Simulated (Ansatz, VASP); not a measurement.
Cu: VASP beside Ansatz

The input POSCAR:

```
Cu
1.0
   -1.4788631530      1.4788631530      1.3760814500
    1.4788631530     -1.4788631530      1.3760814500
    1.4788631530      1.4788631530     -1.3760814500
Cu
1
Direct
    0.0000000000      0.0000000000      0.0000000000
```

INCAR.step1

```
SYSTEM = Cu
  PREC = Accurate
  ENCUT = 520
  ISMEAR = 0
  SIGMA = 0.15
  LREAL = .False.
  LASPH = .True.
  NELM = 100
  NBANDS = 12
  GGA = PE
  ALGO = Normal
  EDIFF = 1E-4
  LWAVE = .True.
  LCHARG = .False.
```

File INCAR.step2:

```
SYSTEM = Cu
  PREC = Accurate
  ENCUT = 520
  EDIFF = 1E-6
  ISMEAR = 0
  SIGMA = 0.15
  LREAL = .False.
  LASPH = .True.
  NELM = 100
  ALGO = Normal
  ISIF = 2
  LWAVE = .False.
  LCHARG = .False.
  METAGGA = R2SCAN
  LMIXTAU = .True.
  NBANDS = 12
  ISTART = 1
```

KPOINTS

```
regular mesh
0
Gamma
  24 24 24
  0 0 0
```

Input for Ansatz:

```yaml
crystal:
  lattice:
    - [-1.478863153, 1.478863153, 1.37608145]
    - [1.478863153, -1.478863153, 1.37608145]
    - [1.478863153, 1.478863153, -1.37608145]
  atoms:
    - { symbol: Cu, position: [0.0, 0.0, 0.0] }
basis:
  ecutwfc: 500
kpoints:
  mp_grid: { grid: [24, 24, 24] }
hamiltonian:
  xc: r2scan
scf:
  occupations: { method: gaussian, width: 0.15 }
output:
  forces: true
  stress: true
  eigenvalues: true
```

Change from the starting cell: strain +0.025 along x and y, +0.000 along z, atoms carried along.

Alike in both runs: task single point; functional r2SCAN; k mesh 24 × 24 × 24; occupations gaussian, width 0.15 eV; no spin polarisation.

|  | VASP | Ansatz |
| --- | --- | --- |
| version | VASP 6.6.1 | Ansatz 0.2.0 |
| potentials or method | VASP PAW PBE potentials, release 64 (Cu), cutoff 520 eV | scalar-relativistic, plane waves, PAW |
| valence electrons in the cell | 11 | 19 |

|  | VASP | Ansatz | Ansatz less VASP |
| --- | --- | --- | --- |
| gap on the k mesh at the Fermi level (eV) | none | none | - |
| pressure (GPa) | -6.0 | -6.7 | -0.66 |
| traceless stress, the component that is largest in VASP (GPa) | 0.15 | 0.14 | -0.008 |

VASP's potentials were made for PBE, not for r2SCAN. A gap of «none» marks a metal or a gap that the smearing closes. VASP's potentials hold 11 valence electrons a cell and Ansatz's 19, so a difference there can come from the potentials and not from the codes.
